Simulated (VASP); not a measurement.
Input of a VASP 6.6.1 run:

Contents of INCAR:

```
PREC = Accurate
ENCUT = 520
EDIFF = 1E-6
ISMEAR = 0
SIGMA = 0.02
LREAL = F
LASPH = T
NELM = 100
ALGO = Normal
ISIF = 2
LWAVE = F
LCHARG = F
GGA = PE
NBANDS = 36
```

File KPOINTS:

```
regular mesh
0
Gamma
  6 6 4
```

File POSCAR:

```
HgH
1.0
    2.6533095593     -8.5636163938      0.0000000000
    2.6533095593      8.5636163938      0.0000000000
    0.0000000000      0.0000000000      5.2544590547
Hg H
4 4
Direct
    0.3179645171      0.6820354829      0.5000000000
    0.8179645171      0.1820354829      1.0000000000
    0.1820354829      0.8179645171      0.0000000000
    0.6820354829      0.3179645171      0.5000000000
    0.4292324261      0.4292324261      0.0000000000
    0.5707675739      0.5707675739      1.0000000000
    0.9292324261      0.9292324261      0.5000000000
    0.0707675739      0.0707675739      0.5000000000
```

Potentials or basis: VASP PAW PBE potentials, release 64 (Hg, H).

Launch:

```sh
$ cat potpaw_PBE.64/Hg/POTCAR potpaw_PBE.64/H/POTCAR > POTCAR
$ mpirun -np 1 vasp_std > vasp.out
```

**Question.** Estimate the pressure.

**Answer.** -0.1 GPa.

**Question.** Estimate the band gap on the k mesh.

**Answer.** 1.89 eV.

Stress tensor (GPa, compression positive):
```
-0.14  0.00  0.00
 0.00  0.06  0.00
 0.00  0.00 -0.10
```

Caveat: spin-orbit coupling is left out, which moves the levels of the heavy elements. A k mesh can miss the band edges.
